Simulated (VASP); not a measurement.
Runs of VASP 6.6.1 on LiF. The structure is that of space group Pm-3m (No. 221), or close to it. The cells are those of the table. 

```tsv
task	level	potentials or basis	cell	cutoff (eV)	smearing	gap on the mesh (eV)	pressure (GPa)	relaxed volume (Å³/atom)
single point	RPBE+D3(BJ)	VASP PAW PBE potentials, release 64 (F, Li_sv)	a = 2.434 Å, 2 atoms	520	fermi-dirac 0.05 eV	9.10	-	-
single point	RPBE	VASP PAW PBE potentials, release 64 (F, Li_sv)	a = 2.560 Å, 2 atoms	520	gaussian 0.1 eV	7.74	-	-
relaxation of cell and atoms	LDA	VASP PAW LDA potentials, release 64 (F, Li_sv)	relaxed from a = 2.560 Å, 2 atoms	600	gaussian 0.1 eV	8.38	0.0	7.42
single point	PBEsol	VASP PAW PBE potentials, release 64 (F, Li_sv)	a = 2.522 Å, 2 atoms	520	fermi-dirac 0.05 eV	(a)	-	-
relaxation of cell and atoms	PBEsol	VASP PAW PBE potentials, release 64 (F, Li_sv)	relaxed to 5 GPa from a = 2.560 Å, 2 atoms	600	fermi-dirac 0.05 eV	(b)	5.0	-
single point	RPBE	VASP PAW PBE potentials, release 64 (F, Li_sv)	a = 2.610 Å, 2 atoms	520	fermi-dirac 0.05 eV	7.28	-	-
single point	PBE	VASP PAW PBE potentials, release 64 (F, Li_sv)	a = 2.560 Å, 2 atoms	520	gaussian 0.05 eV	7.51	-	-
relaxation of cell and atoms	RPBE+D3(BJ)	VASP PAW PBE potentials, release 64 (F, Li_sv)	relaxed from a = 2.560 Å, 2 atoms	600	fermi-dirac 0.05 eV	9.25	0.1	7.10
single point	PBEsol	VASP PAW PBE potentials, release 64 (F, Li_sv)	a = 2.433 Å, 2 atoms	520	fermi-dirac 0.05 eV	8.74	-	-
relaxation of cell and atoms	PBEsol	VASP PAW PBE potentials, release 64 (F, Li_sv)	relaxed to 10 GPa from a = 2.560 Å, 2 atoms	600	fermi-dirac 0.05 eV	8.80	10.0	-
single point	RPBE+D3(BJ)	VASP PAW PBE potentials, release 64 (F, Li_sv)	a = 2.560 Å, 2 atoms	520	gaussian 0.1 eV	7.74	-	-
single point	LDA	VASP PAW LDA potentials, release 64 (F, Li_sv)	a = 2.466 Å, 2 atoms	520	gaussian 0.1 eV	8.29	-	-
```

Alike in all rows: no spin polarisation; k mesh 10 × 10 × 10.

Problem. Fill in the values left out.

Solution. (a) 7.75; (b) 8.35.

Caveats: the cutoff is under 1.25 times the usual one of these potentials, so pressure, stress and relaxed cells hold a basis-set (Pulay) error; the PAW data sets were made with another functional, which shifts forces and pressure a little (some runs); the cell is relaxed towards a set pressure, so the enthalpy falls and the energy may rise (some runs); the volume moved by over 15 % at a fixed basis, so the end points are rough (some runs).

A k mesh can miss the band edges.
